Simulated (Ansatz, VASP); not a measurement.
**Ta3TeH2: VASP beside Ansatz**

```
CELL_PARAMETERS angstrom
3.50351 0.00000 0.00000
-1.75176 3.03413 0.00000
0.00000 0.00000 8.53516
ATOMIC_POSITIONS crystal
Ta 0.66667 0.33333 0.74347
Ta 0.00000 0.00000 0.00000
Ta 0.33333 0.66667 0.25653
Te 0.00000 0.00000 0.50000
H 0.33333 0.66667 0.87174
H 0.66667 0.33333 0.12826
```

Alike in both runs: task relaxation of cell and atoms; functional PBE; k mesh 6 × 6 × 2; occupations gaussian, width 0.1 eV; no spin polarisation.

```csv
,VASP,Ansatz
version,VASP 6.6.1,Ansatz 0.2.0
potentials or method,"VASP PAW PBE potentials, release 64 (Ta_pv, Te, H), cutoff 600 eV","scalar-relativistic, plane waves, PAW"
valence electrons in the cell,41,57
```

Ansatz gave:

| Item | Value |
| --- | --- |
| gap on the k mesh at the Fermi level, each at its own relaxed structure (eV) | none |
| relaxed volume (Å³/atom) | 13.73 |
| relaxed cell length with the largest relative difference (Å) | 3.273 |

Task: Estimate VASP's values.

Result: gap on the k mesh at the Fermi level, each at its own relaxed structure (eV): none; relaxed volume (Å³/atom): 13.74; relaxed cell length with the largest relative difference (Å): 3.273.

A gap of «none» marks a metal or a gap that the smearing closes. VASP's potentials hold 41 valence electrons a cell and Ansatz's 57, so a difference there can come from the potentials and not from the codes.

The k mesh is coarse, so the values compare programs but aren't converged. Spin-orbit coupling is off throughout.
